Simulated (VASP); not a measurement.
# Se (P3_121) in VASP: notebook, part 3 of 3

VASP 6.6.1. Earlier steps stand in the parts before.

## (4) Electric field gradients, PBEsol (volume scaled by 1.01)

File INCAR:

```
  PREC = Accurate
  ENCUT = 520
  EDIFF = 1E-8
  ISMEAR = -1
  SIGMA = 0.03
  LREAL = F
  LASPH = T
  NELM = 100
  ALGO = Normal
  ISIF = 2
  LWAVE = F
  LCHARG = F
  GGA = PS
  LEFG = T
  NBANDS = 16
```

File KPOINTS:

```
regular mesh
0
Gamma
  6 6 5
```

File POSCAR:

```
Se
1.0
    4.3807057031      0.0000000000      0.0000000000
   -2.1903528516      3.7938024255      0.0000000000
    0.0000000000      0.0000000000      4.9700572638
Se
3
Direct
    0.2254000000      0.0000000000      0.3333333333
    0.0000000000      0.2254000000      0.6666666667
    0.7746000000      0.7746000000      0.0000000000
```

Potentials or basis: VASP PAW PBE potentials, release 64 (Se).

On the command line:

```sh
$ cat potpaw_PBE.64/Se/POTCAR > POTCAR
$ mpirun -np 1 vasp_std > vasp.out
```

OUTCAR:

```text
PREC = Accurate
   ENCUT = 520
   EDIFF = 1E-8
   ISMEAR = -1
   LREAL = F
   LASPH = T
   NELM = 100
   ISIF = 2
   GGA = PS

 ion  position               nearest neighbor table
   1  0.225  0.000  0.333-   3 2.38   2 2.38
   2  0.000  0.225  0.667-   3 2.38   1 2.38
   3  0.775  0.775  0.000-   1 2.38   2 2.38

  LATTYP: Found a hexagonal cell.
 ALAT       =     4.3807057031
 C/A-ratio  =     1.1345334749

  Lattice vectors:

 A1 = (   4.3807057031,   0.0000000000,   0.0000000000)
 A2 = (  -2.1903528516,   3.7938024255,   0.0000000000)
[... 677 lines left out ...]

 Electric field gradients (V/A^2)
---------------------------------------------------------------------
 ion       V_xx      V_yy      V_zz      V_xy      V_xz      V_yz
---------------------------------------------------------------------
   1     164.511  -333.115   168.605    -0.000    -0.000   324.069
   2    -208.709    40.104   168.605  -215.478  -280.652  -162.035
   3    -208.708    40.104   168.604   215.478   280.652  -162.035
---------------------------------------------------------------------

 Electric field gradients after diagonalization (V/A^2)
 (convention: |V_zz| > |V_xx| > |V_yy|)
----------------------------------------------------------------------
 ion       V_xx      V_yy      V_zz     asymmetry (V_yy - V_xx)/ V_zz
----------------------------------------------------------------------
   1     327.564   164.511  -492.074       0.331
   2     327.564   164.511  -492.074       0.331
   3     327.563   164.510  -492.074       0.331
----------------------------------------------------------------------

           NMR quadrupolar parameters

 Cq : quadrupolar parameter    Cq=e*Q*V_zz/h
 eta: asymmetry parameters     (V_yy - V_xx)/ V_zz
 Q  : nuclear electric quadrupole moment in mb (millibarn)
----------------------------------------------------------------------
 ion       Cq(MHz)       eta       Q (mb)
----------------------------------------------------------------------
   1      -1.190       0.331       1.000
   2      -1.190       0.331       1.000
   3      -1.190       0.331       1.000
----------------------------------------------------------------------
```

stdout:

```text
POSCAR found type information on POSCAR Se
 POSCAR found :  1 types and       3 ions
 scaLAPACK will be used
 -----------------------------------------------------------------------------
|                                                                             |
|                                                                             |
|     You enforced a specific xc type in the INCAR file but a different       |
|     I HOPE YOU KNOW WHAT YOU ARE DOING!                                     |
|                                                                             |
 -----------------------------------------------------------------------------

 LDA part: xc-table for (Slater+PW92), standard interpolation
 POSCAR, INCAR and KPOINTS ok, starting setup
 FFT: planning ... GRIDC
 FFT: planning ... GRID_SOFT
 FFT: planning ... GRID
 WAVECAR not read
 entering main loop
ion   1

ion   2
     0.0000499     4.0970460     2.9897793    -2.6366689     5.1784497     2.3654306
     0.0000687     4.0970459     2.9897793    -2.6366689     5.1784496     2.3654306
     0.0000946     4.0970459     2.9897793    -2.6366689     5.1784496     2.3654306
     0.0001302     4.0970458     2.9897792    -2.6366688     5.1784495     2.3654305
[... 12 lines left out ...]
     0.0000499  -197.2921021   148.2570686  -133.5450659  -256.7887755   113.9066482
     0.0000687  -197.2873004   148.2534540  -133.5418099  -256.7825148   113.9038759
     0.0000946  -197.2795160   148.2475943  -133.5365317  -256.7723655   113.8993816
     0.0001302  -197.2669591   148.2381425  -133.5280183  -256.7559944   113.8921319
```

It took 34 s on 1 thread of Intel Xeon Platinum 8375C at 2.90GHz (Ice Lake), shared host; peak memory 0.21 GiB.

What came out:

```yaml
Free_energy: -11.4864 eV
Pressure: -0.2 GPa
Largest_force: 0.227 eV/Å
Band_gap_on_the_k_mesh: 1.24 eV, indirect (least direct gap 1.44 eV)
```

Forces on the atoms (eV/Å):
```
Se   0.227  0.000  0.000
Se  -0.113  0.196  0.000
Se  -0.113 -0.196  0.000
```

Electric field gradients, principal values (V/Å²):
```
atom    least   middle  greatest (by size)
1 Se  164.511  327.564            -492.074
2 Se  164.511  327.564            -492.074
3 Se  164.510  327.563            -492.074
```

Caveat: without QUAD_EFG the Cq values of the log hold for a quadrupole moment of 1 mb, not for the nuclei; the PAW data sets were made with another functional, which shifts forces and pressure a little. A k mesh can miss the band edges.

## (5) Electric field gradients, PBEsol (volume scaled by 1.01)

File INCAR:

```
SYSTEM = Se
ALGO     = Normal         ! electronic algorithm
EDIFF    = 1E-8           ! SCF threshold, eV
ENCUT    = 520            ! plane-wave cutoff, eV
GGA      = PS             ! functional
ISIF     = 2              ! what is computed and relaxed
ISMEAR   = -1             ! smearing method
LASPH    = .True.         ! aspherical terms in the spheres
LCHARG   = .False.        ! write CHGCAR
LEFG     = .True.       
LREAL    = .False.        ! projectors in reciprocal space
LWAVE    = .False.        ! write WAVECAR
NBANDS   = 16             ! bands
NELM     = 100            ! most SCF steps
PREC     = Accurate       ! precision mode
SIGMA    = 0.03           ! smearing width, eV
```

File KPOINTS:

```
k-points
0
Gamma
  6 6 5
  0 0 0
```

POSCAR is that of step 4.

Potentials or basis: VASP PAW PBE potentials, release 64 (Se).

On the command line:

```sh
$ cat potpaw_PBE.64/Se/POTCAR > POTCAR
$ mpirun -np 1 vasp_std > vasp.out
```

OUTCAR:

```text
SYSTEM = Se
   EDIFF = 1E-8
   ENCUT = 520
   GGA = PS
   ISIF = 2
   ISMEAR = -1
   LASPH = .True.
   LREAL = .False.
   NELM = 100
   PREC = Accurate

 ion  position               nearest neighbor table
   1  0.225  0.000  0.333-   3 2.38   2 2.38
   2  0.000  0.225  0.667-   3 2.38   1 2.38
   3  0.775  0.775  0.000-   1 2.38   2 2.38

  LATTYP: Found a hexagonal cell.
 ALAT       =     4.3807057031
 C/A-ratio  =     1.1345334749

  Lattice vectors:
[... 677 lines left out ...]
  free  energy   TOTEN  =       -11.4863775695 eV

  energy  without entropy=      -11.4863775694  energy(sigma->0) =      -11.48637757

 Electric field gradients (V/A^2)
---------------------------------------------------------------------
 ion       V_xx      V_yy      V_zz      V_xy      V_xz      V_yz
---------------------------------------------------------------------
   1     164.511  -333.115   168.605    -0.000    -0.000   324.069
   2    -208.709    40.104   168.605  -215.478  -280.652  -162.035
   3    -208.708    40.104   168.604   215.478   280.652  -162.035
---------------------------------------------------------------------

 Electric field gradients after diagonalization (V/A^2)
 (convention: |V_zz| > |V_xx| > |V_yy|)
----------------------------------------------------------------------
 ion       V_xx      V_yy      V_zz     asymmetry (V_yy - V_xx)/ V_zz
----------------------------------------------------------------------
   1     327.564   164.511  -492.074       0.331
   2     327.564   164.511  -492.074       0.331
   3     327.563   164.510  -492.074       0.331
----------------------------------------------------------------------

           NMR quadrupolar parameters

 Cq : quadrupolar parameter    Cq=e*Q*V_zz/h
 eta: asymmetry parameters     (V_yy - V_xx)/ V_zz
 Q  : nuclear electric quadrupole moment in mb (millibarn)
----------------------------------------------------------------------
 ion       Cq(MHz)       eta       Q (mb)
----------------------------------------------------------------------
   1      -1.190       0.331       1.000
   2      -1.190       0.331       1.000
   3      -1.190       0.331       1.000
----------------------------------------------------------------------
```

OSZICAR:

```text
N       E                     dE             d eps       ncg     rms          rms(c)
DAV:   1     0.793929493368E+02    0.79393E+02   -0.71833E+03   864   0.929E+02
DAV:   2    -0.633590852387E+01   -0.85729E+02   -0.80916E+02  1152   0.154E+02
DAV:   3    -0.115507995300E+02   -0.52149E+01   -0.51947E+01  1040   0.431E+01
DAV:   4    -0.115875385205E+02   -0.36739E-01   -0.36733E-01  1144   0.425E+00
DAV:   5    -0.115877996705E+02   -0.26115E-03   -0.26115E-03  1072   0.355E-01    0.692E+00
DAV:   6    -0.115152939580E+02    0.72506E-01   -0.35539E-02  1072   0.115E+00    0.426E+00
DAV:   7    -0.114870640526E+02    0.28230E-01   -0.71955E-02  1016   0.160E+00    0.191E-01
DAV:   8    -0.114863059924E+02    0.75806E-03   -0.84320E-03   992   0.554E-01    0.862E-02
DAV:   9    -0.114863644538E+02   -0.58461E-04   -0.24652E-04  1192   0.101E-01    0.280E-02
DAV:  10    -0.114863765540E+02   -0.12100E-04   -0.26886E-05  1104   0.338E-02    0.603E-03
DAV:  11    -0.114863777136E+02   -0.11595E-05   -0.48457E-06  1144   0.128E-02    0.348E-03
DAV:  12    -0.114863775832E+02    0.13036E-06   -0.10076E-06  1104   0.619E-03    0.798E-04
DAV:  13    -0.114863775716E+02    0.11572E-07   -0.14881E-07  1128   0.212E-03    0.312E-04
DAV:  14    -0.114863775695E+02    0.21678E-08   -0.12762E-08   840   0.701E-04
   1 F= -.11486378E+02 E0= -.11486378E+02  d E =-.100171E-09
```

Wall time 38 s (1 thread of Intel Xeon Platinum 8375C at 2.90GHz (Ice Lake), shared host); peak memory 0.22 GiB.

Results:

```yaml
Free_energy: -11.4864 eV
Pressure: -0.2 GPa
Largest_force: 0.227 eV/Å
Band_gap_on_the_k_mesh: 1.24 eV, indirect (least direct gap 1.44 eV)
```

Forces on the atoms (eV/Å):
```
Se   0.227  0.000  0.000
Se  -0.113  0.196  0.000
Se  -0.113 -0.196  0.000
```

Electric field gradients, principal values (V/Å²):
| atom | least | middle | greatest (by size) |
| --- | --- | --- | --- |
| 1 Se | 164.511 | 327.564 | -492.074 |
| 2 Se | 164.511 | 327.564 | -492.074 |
| 3 Se | 164.510 | 327.563 | -492.074 |

Caveat: without QUAD_EFG the Cq values of the log hold for a quadrupole moment of 1 mb, not for the nuclei; the PAW data sets were made with another functional, which shifts forces and pressure a little.
